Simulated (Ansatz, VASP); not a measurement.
# NbSnTe4: VASP beside Ansatz

Contents of INCAR:

```
SYSTEM = NbSnTe4
  PREC = Accurate
  ENCUT = 520
  EDIFF = 1E-6
  ISMEAR = 0
  SIGMA = 0.1
  LREAL = .FALSE.
  LASPH = .TRUE.
  NELM = 60
  ALGO = Normal
  ISIF = 2
  LWAVE = .FALSE.
  LCHARG = .FALSE.
  GGA = PE
  NBANDS = 34
```

KPOINTS

```
regular mesh
0
G
  6 6 2
  0 0 0
```

POSCAR

```
NbSnTe4
1.0
    4.3494730100      0.0000000000      0.0000000000
   -2.1747365100      3.7667541200      0.0000000000
    0.0000000000      0.0000000000      9.1894376500
Nb Sn Te
1 1 4
Direct
    0.0000000000      0.0000000000      0.5000000000
    0.0000000000      0.0000000000      0.0000000000
    0.3333333300      0.6666666700      0.7438020100
    0.3333333300      0.6666666700      0.2561979900
    0.6666666700      0.3333333300      0.7438020100
    0.6666666700      0.3333333300      0.2561979900
```

Input for Ansatz:

```yaml
crystal:
  lattice:
    - [4.34947301, 0.0, 0.0]
    - [-2.17473651, 3.76675412, 0.0]
    - [0.0, 0.0, 9.18943765]
  atoms:
    - { symbol: Nb, position: [0.0, 0.0, 0.5] }
    - { symbol: Sn, position: [0.0, 0.0, 0.0] }
    - { symbol: Te, position: [0.33333333, 0.66666667, 0.74380201] }
    - { symbol: Te, position: [0.33333333, 0.66666667, 0.25619799] }
    - { symbol: Te, position: [0.66666667, 0.33333333, 0.74380201] }
    - { symbol: Te, position: [0.66666667, 0.33333333, 0.25619799] }
basis:
  ecutwfc: 420
kpoints:
  mp_grid: { grid: [6, 6, 2] }
hamiltonian:
  xc: pbe
scf:
  occupations: { method: gaussian, width: 0.1 }
  lower_state_search: "off"
output:
  forces: true
  stress: true
  eigenvalues: true
```

Change from the starting cell: species swapped into the TiB4Mo type (P6/mmm, No. 191).

Alike in both runs: task single point; functional PBE; k mesh 6 × 6 × 2; occupations gaussian, width 0.1 eV; no spin polarisation.

|  | VASP | Ansatz |
| --- | --- | --- |
| version | VASP 6.6.1 | Ansatz 0.2.0 |
| potentials or method | VASP PAW PBE potentials, release 64 (Nb_sv, Sn_d, Te), cutoff 520 eV | scalar-relativistic, plane waves, PAW |
| valence electrons in the cell | 51 | 91 |

|  | VASP | Ansatz | Ansatz less VASP |
| --- | --- | --- | --- |
| gap on the k mesh at the Fermi level (eV) | none | none | - |
| pressure (GPa) | 27.3 | 27.1 | -0.24 |
| traceless stress, the component that is largest in VASP (GPa) | -29.79 | -29.58 | +0.216 |
| rms of the force components (eV/Å) | 0.478 | 0.477 | -0.0010 |

Atom by atom the forces differ by 0.001 eV/Å (rms over components). A gap of «none» marks a metal or a gap that the smearing closes. VASP's potentials hold 51 valence electrons a cell and Ansatz's 91, so a difference there can come from the potentials and not from the codes.

Spin-orbit coupling is off throughout.
